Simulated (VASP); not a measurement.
Runs of VASP 6.6.1 on ZrBr. The structure is that of space group R-3m (No. 166), or close to it. The cells are those of the table. 

| task | cell | gap on the mesh (eV) | pressure (GPa) | largest force (eV/Å) |
| --- | --- | --- | --- | --- |
| electric field gradients | a = 9.636 Å, angles 21.1°, 4 atoms | none | -4.5 | 0.45 |
| single point | a = 9.565 Å, angles 20.7°, 4 atoms | none | 0.0 | 0.43 |
| electric field gradients | a = 9.761 Å, angles 21.1°, 4 atoms | none | (b) | 0.54 |
| electric field gradients | a = 9.541 Å, angles 21.1°, 4 atoms | none | (a) | 0.47 |
| electric field gradients | a = 9.577 Å, angles 21.3°, 4 atoms | none | -4.4 | 0.45 |

Alike in all rows: level LDA; potentials or basis VASP PAW LDA potentials, release 64 (Zr_sv, Br); no spin polarisation; k mesh 10 × 10 × 10; cutoff (eV) 520; smearing fermi-dirac 0.02 eV.

Task: Estimate the missing entries.

Result: (a) -2.3; (b) -6.9.

Caveats: the cell stands under tension (at least some runs).

A k mesh can miss the band edges, and the runs leave out spin-orbit coupling on Br, Zr.

A gap of «none» marks levels without a gap at the run's occupations.
